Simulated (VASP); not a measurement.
Input of a VASP 6.6.1 run:

Contents of INCAR:

```
SYSTEM = MnO
ALGO = Normal
EDIFF = 1E-6
ENCUT = 520
GGA = PE
ISIF = 2
ISMEAR = 0
ISPIN = 2
LASPH = .TRUE.
LCHARG = .FALSE.
LMAXMIX = 4
LORBIT = 11
LREAL = .FALSE.
LWAVE = .FALSE.
MAGMOM = 4.45 -4.45 0 0
NBANDS = 31
NELM = 150
PREC = Accurate
SIGMA = 0.05
```

KPOINTS

```
k-points
0
G
  12 12 8
  0 0 0
```

File POSCAR:

```
MnO
1.0
    3.1871571659      0.0000000000      0.0000000000
   -1.5935785830      2.7601590715      0.0000000000
    0.0000000000      0.0000000000      5.4369091259
Mn O
2 2
Direct
    0.0000000000      0.0000000000      0.0000000000
    0.0000000000      0.0000000000      0.5000000000
    0.3333333333      0.6666666667      0.2500001313
    0.6666666667      0.3333333333      0.7499998687
```

Potentials or basis: VASP PAW PBE potentials, release 64 (Mn_pv, O).

The run is started by

```sh
$ cat potpaw_PBE.64/Mn_pv/POTCAR potpaw_PBE.64/O/POTCAR > POTCAR
$ mpirun -np 1 vasp_std > vasp.out
```

(1) Predict the pressure.

(2) Predict the net moment.

(3) Estimate the band gap on the k mesh.

Results:

(1) -11.0 GPa.

(2) 0.00 μB per cell.

(3) 0.75 eV (least direct gap 1.29 eV).

Caveat: the cell stands under tension.
